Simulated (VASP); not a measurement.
# Ga2Sb3 (P-3m1) in VASP: single point with PBE

Aim: the single point of Ga2Sb3 with PBE.

Program: VASP 6.6.1. These are calculated values, not measurements. Logs are shortened: lines on timing, memory, paths and dates and some standing lists are left out, and cuts for length are marked.

### 1 The cell of the first run

It takes space group P-3m1 (No. 164, trigonal). The conventional cell has a = 4.778 Å, b = 4.778 Å, c = 6.986 Å, α = 90.00°, β = 90.00°, γ = 120.00°. Within 4.0 Å of Ga (site symmetry 3m) lie 8 Sb at 2.97 to 3.97 Å and 3 Ga at 3.52 Å. Sb (site symmetry -3m) has 6 Ga at 2.97 Å and 6 Sb at 3.99 Å within 4.0 Å. Within 4.0 Å of Sb (site symmetry 3m) lie 5 Ga at 3.02 to 3.97 Å and 6 Sb at 3.02 to 3.99 Å.

### 2 Single point, PBE

INCAR reads:

```
SYSTEM = Ga2Sb3
  PREC = Accurate
  ENCUT = 520
  EDIFF = 1E-7
  ISMEAR = 0
  SIGMA = 0.1
  LREAL = .FALSE.
  LASPH = .TRUE.
  NELM = 60
  ALGO = Normal
  ISIF = 2
  LWAVE = .FALSE.
  LCHARG = .TRUE.
  GGA = PE
  LELF = .TRUE.
  LVHAR = .TRUE.
  NBANDS = 28
```

KPOINTS reads:

```
Automatic mesh
0
G
  12 12 6
  0 0 0
```

POSCAR reads:

```
Ga2Sb3
1.0
    4.7782471412      0.0000000000      0.0000000000
   -2.3891235706      4.1380834098      0.0000000000
    0.0000000000      0.0000000000      6.9861896935
Ga Sb
2 3
Direct
    0.3333333333      0.6666666667      0.1560568058
    0.6666666667      0.3333333333      0.8439431942
    0.0000000000      0.0000000000      0.0000000000
    0.3333333333      0.6666666667      0.5880523654
    0.6666666667      0.3333333333      0.4119476346
```

Potentials or basis: VASP PAW PBE potentials, release 64 (Ga_d, Sb).

The run is started by

```bash
cat potpaw_PBE.64/Ga_d/POTCAR potpaw_PBE.64/Sb/POTCAR > POTCAR
mpirun -np 1 vasp_std > vasp.out
```

OUTCAR:

```text
SYSTEM = Ga2Sb3
   PREC = Accurate
   ENCUT = 520
   EDIFF = 1E-7
   ISMEAR = 0
   LREAL = .FALSE.
   LASPH = .TRUE.
   NELM = 60
   ISIF = 2
   GGA = PE

 ion  position               nearest neighbor table
   1  0.333  0.667  0.156-   3 2.97   3 2.97   3 2.97   4 3.02   5 3.29   5 3.29   5 3.29
   2  0.667  0.333  0.844-   3 2.97   3 2.97   3 2.97   5 3.02   4 3.29   4 3.29   4 3.29
   3  0.000  0.000  0.000-   1 2.97   2 2.97   1 2.97   2 2.97   2 2.97   1 2.97
   4  0.333  0.667  0.588-   1 3.02   5 3.02   5 3.02   5 3.02   2 3.29   2 3.29   2 3.29
   5  0.667  0.333  0.412-   2 3.02   4 3.02   4 3.02   4 3.02   1 3.29   1 3.29   1 3.29

  LATTYP: Found a hexagonal cell.
 ALAT       =     4.7782471412
 C/A-ratio  =     1.4620821165

  Lattice vectors:

 A1 = (   4.7782471412,   0.0000000000,   0.0000000000)
 A2 = (  -2.3891235706,   4.1380834098,   0.0000000000)
 A3 = (   0.0000000000,   0.0000000000,   6.9861896935)

Analysis of symmetry for initial positions (statically):
=====================================================================
 Subroutine PRICEL returns:
 Original cell was already a primitive cell.

 Routine SETGRP: Setting up the symmetry group for a
 hexagonal supercell.

 Subroutine GETGRP returns: Found 12 space group operations
 (whereof 12 operations were pure point group operations)
 out of a pool of 24 trial point group operations.

The static configuration has the point symmetry D_3d.

Analysis of symmetry for dynamics (positions and initial velocities):
=====================================================================
 Subroutine PRICEL returns:
 Original cell was already a primitive cell.

 Routine SETGRP: Setting up the symmetry group for a
 hexagonal supercell.

 Subroutine GETGRP returns: Found 12 space group operations
 (whereof 12 operations were pure point group operations)
 out of a pool of 24 trial point group operations.

The dynamic configuration has the point symmetry D_3d.

 Subroutine INISYM returns: Found 12 space group operations
 (whereof 12 operations are pure point group operations),
 and found     1 'primitive' translations

----------------------------------------------------------------------------------------

                                     Primitive cell

  volume of cell :     138.1364

  direct lattice vectors                    reciprocal lattice vectors
     4.778247141  0.000000000  0.000000000     0.209281766  0.120828884  0.000000000
    -2.389123571  4.138083410  0.000000000     0.000000000  0.241657768  0.000000000
     0.000000000  0.000000000  6.986189694     0.000000000  0.000000000  0.143139543

  length of vectors
     4.778247141  4.778247141  6.986189694     0.241657768  0.241657768  0.143139543

  position of ions in fractional coordinates (direct lattice)
     0.333333333  0.666666667  0.156056806
     0.666666667  0.333333333  0.843943194
     0.000000000  0.000000000  0.000000000
     0.333333333  0.666666667  0.588052365
     0.666666667  0.333333333  0.411947635

  ion indices of the primitive-cell ions
   primitive index   ion index
                 1           1
                 2           2
                 3           3
                 4           4
                 5           5

----------------------------------------------------------------------------------------

 KPOINTS: Automatic mesh

Automatic generation of k-mesh.
 Grid dimensions read from file:
 generate k-points for:   12   12    6

 Generating k-lattice:

  Cartesian coordinates                     Fractional coordinates (reciprocal lattice)
     0.017440147  0.010069074  0.000000000     0.083333333  0.000000000  0.000000000
     0.000000000  0.020138147  0.000000000     0.000000000  0.083333333  0.000000000
     0.000000000  0.000000000  0.023856590     0.000000000  0.000000000  0.166666667

  Length of vectors
     0.020138147  0.020138147  0.023856590

  Shift w.r.t. Gamma in fractional coordinates (k-lattice)
     0.000000000  0.000000000  0.000000000

 Subroutine IBZKPT returns following result:
 ===========================================

 Found    100 irreducible k-points:

 Following reciprocal coordinates:
            Coordinates               Weight
  0.000000  0.000000  0.000000      1.000000
  0.083333 -0.000000  0.000000      6.000000
  0.166667  0.000000  0.000000      6.000000
  0.250000  0.000000  0.000000      6.000000
  0.333333  0.000000  0.000000      6.000000
  0.416667  0.000000  0.000000      6.000000
[... 16 lines left out ...]
  0.166667  0.000000  0.166667      6.000000
  0.000000  0.166667  0.166667      6.000000
 [... further k-points ...]
   k-points           NKPTS =    100   k-points in BZ     NKDIM =    100   number of bands    NBANDS=     28
   number of dos      NEDOS =    301   number of ions     NIONS =      5
   total plane-waves  NPLWV =  69984
   dimension x,y,z NGX =    36 NGY =   36 NGZ =   54
   dimension x,y,z NGXF=    72 NGYF=   72 NGZF=  108
   ions per type =               2   3
   NGX,Y,Z   is equivalent  to a cutoff of  12.53, 12.53, 12.85 a.u.
   NGXF,Y,Z  is equivalent  to a cutoff of  25.05, 25.05, 25.70 a.u.
 SYSTEM =  Ga2Sb3
   PREC   = accura    normal or accurate (medium, high low for compatibility)
   ISTART =      0    job   : 0-new  1-cont  2-samecut
   ICHARG =      2    charge: 1-file 2-atom 10-const
   ISPIN  =      1    spin polarized calculation?
   LNONCOLLINEAR =      F non collinear calculations
   LSORBIT =      F    spin-orbit coupling
   LASPH  =      T    aspherical Exc in radial PAW
   ENCUT  =  520.0 eV  38.22 Ry    6.18 a.u.   8.88  8.88 12.99*2*pi/ulx,y,z
   NELM   =     60;   NELMIN=  2; NELMDL= -5     # of ELM steps
   EDIFF  = 0.1E-06   stopping-criterion for ELM
   LREAL  =      F    real-space projection
   EDIFFG = 0.1E-05   stopping-criterion for IOM
   NSW    =      0    number of steps for IOM
   IBRION =     -1    ionic relax: 0-MD 1-quasi-New 2-CG
   NFREE  =      0    steps in history (QN), initial steepest desc. (CG)
   ISIF   =      2    stress and relaxation
   ISYM   =      2    0-nonsym 1-usesym 2-fastsym
   POTIM  = 0.5000    time-step for ionic-motion
   TEBEG  =    0.0;   TEEND  =   0.0 temperature during run
   PSTRESS=    0.0 pullay stress
   NELECT =      41.0000    total number of electrons
   NUPDOWN=      -1.0000    fix difference up-down
   EMIN   =  10.00;   EMAX   =-10.00  energy-range for DOS
   EFERMI =   0.00;   METHOD = LEGACY
   ISMEAR =     0;   SIGMA  =   0.10  broadening in eV -4-tet -1-fermi 0-gaus
   EFERMI_NEDOS =   21; number of points for ismear=-14 and -15
   IALGO  =     38    algorithm
   IMIX   =      4    mixing-type and parameters
     AMIX     =   0.40;   BMIX     =  1.00
     AMIX_MAG =   1.60;   BMIX_MAG =  1.00
  volume/ion in A,a.u.               =      27.63       186.44
  Fermi-wavevector in a.u.,A,eV,Ry     =   1.092027  2.063632 16.225260  1.192523
  Thomas-Fermi vector in A             =   2.228284
   LORBIT       =      0    0 simple, 1 ext, 2 COOP (PROOUT), +10 PAW based schemes
   GGA     = PE    functional components
   LHFCALC =     F    Hartree Fock is set to
   AEXX    =    0.0000 exact exchange contribution
   IVDW    =     0    specifies the selected vdW correction
   LEPSILON=     F    determine dielectric tensor
   LRPA    =     F    only Hartree local field effects (RPA)
 non-spin polarized calculation
 Gauss-broadening in eV      SIGMA  =   0.10
  energy-cutoff  :      520.00
  volume of cell :      138.14
 maximum number of plane-waves:      3756
   NGX = 17   NGY = 17   NGZ = 25

 number of electron      40.9999991 magnetization

 Free energy of the ion-electron system (eV)
  ---------------------------------------------------
  ext. energy  EPLUGINS =         0.00000000
  ---------------------------------------------------
  free energy    TOTEN  =       -17.57598993 eV

  energy without entropy =      -17.56166019  energy(sigma->0) =      -17.56882506

 E-fermi :   5.8950     XC(G=0):  -9.6334

 val. band max:        5.8851594844   @ k =   0.1667   0.0833   0.1667
 cond. band min:       5.8952184407   @ k =   0.3333   0.0833   0.3333
 fundamental gap:      0.0100589563
 Fermi energy:         5.8950481597

 k-point     1 :       0.0000    0.0000    0.0000
  band No.  band energies     occupation
      1      -8.9758      2.00000
      2      -8.9742      2.00000
      3      -8.9742      2.00000
      4      -8.9689      2.00000
      5      -8.9689      2.00000
      6      -8.9598      2.00000
[... 20 lines left out ...]
     27       8.1337      0.00000
     28       9.3358      0.00000

 k-point     2 :       0.0833   -0.0000    0.0000
  band No.  band energies     occupation
      1      -8.9769      2.00000
      2      -8.9751      2.00000
      3      -8.9742      2.00000
      4      -8.9682      2.00000
      5      -8.9681      2.00000
      6      -8.9586      2.00000
[... 20 lines left out ...]
     27       8.2362      0.00000
     28       9.4657      0.00000

 k-point     3 :       0.1667    0.0000    0.0000
  band No.  band energies     occupation
      1      -8.9821      2.00000
      2      -8.9741      2.00000
      3      -8.9735      2.00000
      4      -8.9664      2.00000
      5      -8.9661      2.00000
      6      -8.9563      2.00000
[... 20 lines left out ...]
     27       8.9077      0.00000
     28       9.9058      0.00000

 k-point     4 :       0.2500    0.0000    0.0000
  band No.  band energies     occupation
      1      -8.9877      2.00000
      2      -8.9743      2.00000
      3      -8.9711      2.00000
      4      -8.9644      2.00000
      5      -8.9626      2.00000
      6      -8.9545      2.00000
[... 20 lines left out ...]
     27       9.7635      0.00000
     28      10.5676      0.00000

 k-point     5 :       0.3333    0.0000    0.0000
  band No.  band energies     occupation
      1      -8.9924      2.00000
      2      -8.9747      2.00000
      3      -8.9683      2.00000
      4      -8.9625      2.00000
      5      -8.9584      2.00000
      6      -8.9530      2.00000
[... 20 lines left out ...]
     27      10.5139      0.00000
     28      11.3404      0.00000

 k-point     6 :       0.4167    0.0000    0.0000
  band No.  band energies     occupation
      1      -8.9956      2.00000
      2      -8.9749      2.00000
      3      -8.9657      2.00000
      4      -8.9619      2.00000
      5      -8.9540      2.00000
      6      -8.9508      2.00000
[... 463 lines left out ...]
      5      -8.9678      2.00000
      6      -8.9575      2.00000
[... 20 lines left out ...]
     27       8.2983      0.00000
     28       9.5266      0.00000

 k-point    22 :       0.0000    0.0833    0.1667
  band No.  band energies     occupation
      1      -8.9778      2.00000
      2      -8.9753      2.00000
      3      -8.9740      2.00000
      4      -8.9685      2.00000
      5      -8.9678      2.00000
      6      -8.9576      2.00000
[... 20 lines left out ...]
     27       8.2558      0.00000
     28       9.5129      0.00000

 k-point    23 :       0.1667    0.0000    0.1667
  band No.  band energies     occupation
      1      -8.9815      2.00000
      2      -8.9747      2.00000
      3      -8.9746      2.00000
      4      -8.9663      2.00000
      5      -8.9657      2.00000
      6      -8.9557      2.00000
[... 20 lines left out ...]
     27       9.3543      0.00000
     28       9.6635      0.00000

 k-point    24 :       0.0000    0.1667    0.1667
  band No.  band energies     occupation
      1      -8.9824      2.00000
      2      -8.9737      2.00000
      3      -8.9735      2.00000
      4      -8.9666      2.00000
      5      -8.9664      2.00000
      6      -8.9558      2.00000
[... 20 lines left out ...]
     27       8.5606      0.00000
     28       9.6442      0.00000

 [... further k-points ...]

------------------------ aborting loop because EDIFF is reached ----------------------------------------

  FORCE on cell =-STRESS in cart. coord.  units (eV):
  Direction    XX          YY          ZZ          XY          YZ          ZX
  --------------------------------------------------------------------------------------
  -------------------------------------------------------------------------------------
  Total        0.0107115      0.0107115     -0.0011469      0.0000000      0.0000000      0.0000000
  in kB        0.1242377      0.1242377     -0.0133018      0.0000000      0.0000000      0.0000000
  external PRESSURE =       0.0783912 kB  Pullay stress =       0.0000000 kB

 VOLUME and BASIS-vectors are now :
 -----------------------------------------------------------------------------
  energy-cutoff  :      520.00
  volume of cell :      138.14
      direct lattice vectors                 reciprocal lattice vectors
     4.778247141  0.000000000  0.000000000     0.209281766  0.120828884  0.000000000
    -2.389123571  4.138083410  0.000000000     0.000000000  0.241657768  0.000000000
     0.000000000  0.000000000  6.986189694     0.000000000  0.000000000  0.143139543

 POSITION                                       TOTAL-FORCE (eV/Angst)
 -----------------------------------------------------------------------------------
     -0.00000      2.75872      1.09024        -0.000000      0.000000      0.003775
      2.38912      1.37936      5.89595        -0.000000     -0.000000     -0.003775
      0.00000      0.00000      0.00000        -0.000000      0.000000      0.000000
     -0.00000      2.75872      4.10825         0.000000      0.000000      0.011109
      2.38912      1.37936      2.87794        -0.000000     -0.000000     -0.011109
 -----------------------------------------------------------------------------------
    total drift:                                0.000000     -0.000000      0.000000

  FREE ENERGIE OF THE ION-ELECTRON SYSTEM (eV)
  ---------------------------------------------------
  free  energy   TOTEN  =       -17.5759899332 eV

  energy  without entropy=      -17.5616601877  energy(sigma->0) =      -17.56882506
```

Wall time 6.5 min (1 thread of Intel Xeon Platinum 8259CL at 2.50GHz (Skylake/Cascade Lake), shared host); peak memory 0.48 GiB.

What came out:

* Free energy: -17.5760 eV
* Pressure: 0.0 GPa
* Largest force: 0.011 eV/Å
* Band gap on the k mesh: zero (an odd number of electrons rules out a gap without spin polarisation)

Forces on the atoms (eV/Å):
```
Ga   0.000  0.000  0.004
Ga   0.000  0.000 -0.004
Sb   0.000  0.000  0.000
Sb   0.000  0.000  0.011
Sb   0.000  0.000 -0.011
```

Caveat: spin-orbit coupling is left out, which moves the levels of the heavy elements.
